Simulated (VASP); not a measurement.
# Br (Pm-3m) in VASP: notebook, part 2 of 3

VASP 6.6.1. Earlier steps stand in the parts before.

## Step 4: Relaxation of cell and atoms, PBE

This run uses another cell than the first one, of 28.65 Å³/atom, 1.244 times its volume.

Contents of INCAR:

```
  ALGO = Normal
  EDIFF = 1E-6
  EDIFFG = -0.02
  ENCUT = 600
  GGA = PE
  IBRION = 2
  ISIF = 3
  ISMEAR = -1
  LASPH = True
  LCHARG = False
  LREAL = False
  LWAVE = False
  NELM = 80
  NSW = 60
  PREC = Accurate
  SIGMA = 0.02
```

Contents of KPOINTS:

```
k-points
0
Gamma
  13 13 13
```

Contents of POSCAR:

```
Br
1.0
    3.0600000000      0.0000000000      0.0000000000
    0.0000000000      3.0600000000      0.0000000000
    0.0000000000      0.0000000000      3.0600000000
Br
1
Direct
    0.0000000000      0.0000000000      0.0000000000
```

Potentials or basis: VASP PAW PBE potentials, release 64 (Br).

Launch:

```console
cat potpaw_PBE.64/Br/POTCAR > POTCAR
mpirun -np 1 vasp_std > vasp.out
```

OUTCAR:

```text
EDIFF = 1E-6
   EDIFFG = -0.02
   ENCUT = 600
   GGA = PE
   IBRION = 2
   ISIF = 3
   ISMEAR = -1
   LASPH = True
   LREAL = False
   NELM = 80
   NSW = 60
   PREC = Accurate

 ion  position               nearest neighbor table
   1  0.000  0.000  0.000-

  LATTYP: Found a simple cubic cell.
 ALAT       =     3.0600000000

  Lattice vectors:

 A1 = (   3.0600000000,   0.0000000000,   0.0000000000)
 A2 = (   0.0000000000,   3.0600000000,   0.0000000000)
 A3 = (   0.0000000000,   0.0000000000,   3.0600000000)

Analysis of symmetry for initial positions (statically):
=====================================================================
 Subroutine PRICEL returns:
 Original cell was already a primitive cell.

 Routine SETGRP: Setting up the symmetry group for a
 simple cubic supercell.

 Subroutine GETGRP returns: Found 48 space group operations
 (whereof 48 operations were pure point group operations)
 out of a pool of 48 trial point group operations.

The static configuration has the point symmetry O_h .

Analysis of symmetry for dynamics (positions and initial velocities):
=====================================================================
 Subroutine PRICEL returns:
 Original cell was already a primitive cell.

 Routine SETGRP: Setting up the symmetry group for a
 simple cubic supercell.

 Subroutine GETGRP returns: Found 48 space group operations
 (whereof 48 operations were pure point group operations)
 out of a pool of 48 trial point group operations.

The dynamic configuration has the point symmetry O_h .

 Subroutine INISYM returns: Found 48 space group operations
 (whereof 48 operations are pure point group operations),
 and found     1 'primitive' translations

----------------------------------------------------------------------------------------

                                     Primitive cell

  volume of cell :      28.6526

  direct lattice vectors                    reciprocal lattice vectors
     3.060000000  0.000000000  0.000000000     0.326797386  0.000000000  0.000000000
     0.000000000  3.060000000  0.000000000     0.000000000  0.326797386  0.000000000
     0.000000000  0.000000000  3.060000000     0.000000000  0.000000000  0.326797386

  length of vectors
     3.060000000  3.060000000  3.060000000     0.326797386  0.326797386  0.326797386

  position of ions in fractional coordinates (direct lattice)
     0.000000000  0.000000000  0.000000000

  ion indices of the primitive-cell ions
   primitive index   ion index
                 1           1

----------------------------------------------------------------------------------------

 KPOINTS: k-points

Automatic generation of k-mesh.
 Grid dimensions read from file:
 generate k-points for:   13   13   13

 Generating k-lattice:

  Cartesian coordinates                     Fractional coordinates (reciprocal lattice)
     0.025138260  0.000000000  0.000000000     0.076923077  0.000000000  0.000000000
     0.000000000  0.025138260  0.000000000     0.000000000  0.076923077  0.000000000
     0.000000000  0.000000000  0.025138260     0.000000000  0.000000000  0.076923077

  Length of vectors
     0.025138260  0.025138260  0.025138260

  Shift w.r.t. Gamma in fractional coordinates (k-lattice)
     0.000000000  0.000000000  0.000000000

 Subroutine IBZKPT returns following result:
 ===========================================

 Found     84 irreducible k-points:

 Following reciprocal coordinates:
            Coordinates               Weight
  0.000000  0.000000  0.000000      1.000000
  0.076923  0.000000  0.000000      6.000000
  0.153846  0.000000  0.000000      6.000000
  0.230769  0.000000  0.000000      6.000000
  0.307692  0.000000  0.000000      6.000000
  0.384615  0.000000  0.000000      6.000000
[... 16 lines left out ...]
  0.307692  0.307692  0.000000     12.000000
  0.384615  0.307692  0.000000     24.000000
 [... further k-points ...]
   k-points           NKPTS =     84   k-points in BZ     NKDIM =     84   number of bands    NBANDS=      7
   number of dos      NEDOS =    301   number of ions     NIONS =      1
   total plane-waves  NPLWV =  13824
   dimension x,y,z NGX =    24 NGY =   24 NGZ =   24
   dimension x,y,z NGXF=    48 NGYF=   48 NGZF=   48
   ions per type =               1
   NGX,Y,Z   is equivalent  to a cutoff of  13.04, 13.04, 13.04 a.u.
   NGXF,Y,Z  is equivalent  to a cutoff of  26.08, 26.08, 26.08 a.u.
 SYSTEM =  unknown system
   PREC   = accura    normal or accurate (medium, high low for compatibility)
   ISTART =      0    job   : 0-new  1-cont  2-samecut
   ICHARG =      2    charge: 1-file 2-atom 10-const
   ISPIN  =      1    spin polarized calculation?
   LNONCOLLINEAR =      F non collinear calculations
   LSORBIT =      F    spin-orbit coupling
   LASPH  =      T    aspherical Exc in radial PAW
   ENCUT  =  600.0 eV  44.10 Ry    6.64 a.u.   6.11  6.11  6.11*2*pi/ulx,y,z
   NELM   =     80;   NELMIN=  2; NELMDL= -5     # of ELM steps
   EDIFF  = 0.1E-05   stopping-criterion for ELM
   LREAL  =      F    real-space projection
   EDIFFG = -.2E-01   stopping-criterion for IOM
   NSW    =     60    number of steps for IOM
   IBRION =      2    ionic relax: 0-MD 1-quasi-New 2-CG
   NFREE  =      1    steps in history (QN), initial steepest desc. (CG)
   ISIF   =      3    stress and relaxation
   ISYM   =      2    0-nonsym 1-usesym 2-fastsym
   POTIM  = 0.5000    time-step for ionic-motion
   TEBEG  =    0.0;   TEEND  =   0.0 temperature during run
   PSTRESS=    0.0 pullay stress
   NELECT =       7.0000    total number of electrons
   NUPDOWN=      -1.0000    fix difference up-down
   EMIN   =  10.00;   EMAX   =-10.00  energy-range for DOS
   EFERMI =   0.00;   METHOD = LEGACY
   ISMEAR =    -1;   SIGMA  =   0.02  broadening in eV -4-tet -1-fermi 0-gaus
   EFERMI_NEDOS =   21; number of points for ismear=-14 and -15
   IALGO  =     38    algorithm
   IMIX   =      4    mixing-type and parameters
     AMIX     =   0.40;   BMIX     =  1.00
     AMIX_MAG =   1.60;   BMIX_MAG =  1.00
  volume/ion in A,a.u.               =      28.65       193.36
  Fermi-wavevector in a.u.,A,eV,Ry     =   1.023417  1.933978 14.250510  1.047383
  Thomas-Fermi vector in A             =   2.157150
   LORBIT       =      0    0 simple, 1 ext, 2 COOP (PROOUT), +10 PAW based schemes
   GGA     = PE    functional components
   LHFCALC =     F    Hartree Fock is set to
   AEXX    =    0.0000 exact exchange contribution
   IVDW    =     0    specifies the selected vdW correction
   LEPSILON=     F    determine dielectric tensor
   LRPA    =     F    only Hartree local field effects (RPA)
 conjugate gradient relaxation of ions
 non-spin polarized calculation
  energy-cutoff  :      600.00
  volume of cell :       28.65
 maximum number of plane-waves:       970
   NGX = 13   NGY = 13   NGZ = 13

--------------------------------------- Ionic step        1  -------------------------------------------

 number of electron       7.0000002 magnetization

 Free energy of the ion-electron system (eV)
  ---------------------------------------------------
  ext. energy  EPLUGINS =         0.00000000
  ---------------------------------------------------
  free energy    TOTEN  =        -1.20295831 eV

  energy without entropy =       -1.20112659  energy(sigma->0) =       -1.20204245

------------------------ aborting loop because EDIFF is reached ----------------------------------------

  FORCE on cell =-STRESS in cart. coord.  units (eV):
  Direction    XX          YY          ZZ          XY          YZ          ZX
  --------------------------------------------------------------------------------------
  -------------------------------------------------------------------------------------
  Total        0.2226616      0.2226616      0.2226616     -0.0000000      0.0000000     -0.0000000
  in kB       12.4506380     12.4506380     12.4506380     -0.0000000      0.0000000     -0.0000000
  external PRESSURE =      12.4506380 kB  Pullay stress =       0.0000000 kB
[... 55 lines left out ...]
  energy  without entropy=       -1.2050753561  energy(sigma->0) =       -1.20603092

--------------------------------------- Ionic step        3  -------------------------------------------

 number of electron       7.0000002 magnetization

 Free energy of the ion-electron system (eV)
  ---------------------------------------------------
  ext. energy  EPLUGINS =         0.00000000
  ---------------------------------------------------
  free energy    TOTEN  =        -1.20707950 eV

  energy without entropy =       -1.20515349  energy(sigma->0) =       -1.20611650

 E-fermi :   1.0828     XC(G=0):  -8.5667

 val. band max:        1.0747122829   @ k =   0.2308   0.2308   0.0769
 cond. band min:       1.0948053939   @ k =   0.1538   0.0769   0.0000
 fundamental gap:      0.0200931110
 Fermi energy:         1.0828247328

 k-point     1 :       0.0000    0.0000    0.0000
  band No.  band energies     occupation
      1     -14.5321      2.00000
      2       0.9376      1.99859
      3       0.9376      1.99859
      4       0.9376      1.99859
      5       7.5282      0.00000
      6       9.9975      0.00000
      7       9.9975      0.00000
[... 221 lines left out ...]
 k-point    24 :       0.3846    0.3077    0.0000
  band No.  band energies     occupation
      1     -13.2348      2.00000
      2      -2.7165      2.00000
      3      -1.7645      2.00000
      4       1.8567      0.00000
      5       8.3413      0.00000
      6      11.8221      0.00000
      7      15.8981      0.00000

 [... further k-points ...]
[... 5 lines left out ...]
  --------------------------------------------------------------------------------------
  -------------------------------------------------------------------------------------
  Total        0.0091423      0.0091423      0.0091423     -0.0000000      0.0000000     -0.0000000
  in kB        0.4923247      0.4923247      0.4923247     -0.0000000      0.0000000     -0.0000000
  external PRESSURE =       0.4923247 kB  Pullay stress =       0.0000000 kB
[... 16 lines left out ...]
  FREE ENERGIE OF THE ION-ELECTRON SYSTEM (eV)
  ---------------------------------------------------
  free  energy   TOTEN  =        -1.2070795032 eV

  energy  without entropy=       -1.2051534891  energy(sigma->0) =       -1.20611650

 reached required accuracy - stopping structural energy minimisation
```

CONTCAR:

```text
Br
   1.00000000000000
     3.0986464016724016    0.0000000000000000   -0.0000000000000000
    -0.0000000000000000    3.0986464016724016   -0.0000000000000000
     0.0000000000000000    0.0000000000000000    3.0986464016724016
  Br
     1
Direct
     0.0000000000000000    0.0000000000000000    0.0000000000000000

  0.00000000E+00  0.00000000E+00  0.00000000E+00
```

It took 10 s on 1 thread of Intel Xeon Platinum 8488C (Sapphire Rapids), shared host; peak memory 0.15 GiB.

Results:

```
Free energy                            : -1.2071 eV
Relaxed volume                         : 29.75 Å³/atom
Relaxed cell                           : a = 3.099 Å, b = 3.099 Å, c = 3.099 Å, α = 90.00°, β = 90.00°, γ = 90.00°
Space group after relaxing (to 0.05 Å) : Pm-3m (No. 221)
Energy gained by relaxing              : 4.1 meV/atom
Ionic steps                            : 3
Pressure after relaxing                : 0.0 GPa
```

The path:
```
step  energy change (eV)  largest force (eV/Å)  pressure (GPa)  volume (Å³)
   1              0.0000                0.0000            1.25        28.65
   2             -0.0040                0.0000            0.17        29.59
   3             -0.0041                0.0000            0.05        29.75
```

Final structure:
```
Br
1.0
     3.09865    0.00000    0.00000
     0.00000    3.09865    0.00000
     0.00000    0.00000    3.09865
Br
1
Direct
  0.00000 0.00000 0.00000
```

Levels at points of the mesh, in eV from the Fermi level:
| k point | band 1 | band 2 | band 3 | band 4 | band 5 | band 6 | band 7 |
| --- | --- | --- | --- | --- | --- | --- | --- |
| (0.00, 0.00, 0.00) | -15.61 | -0.15 | -0.15 | -0.15 | 6.45 | 8.91 | 8.91 |

Caveat: an odd number of electrons without spin polarisation forces a metal; a magnetic or distorted state may lie lower.

(Continued in part 3 of 3.)
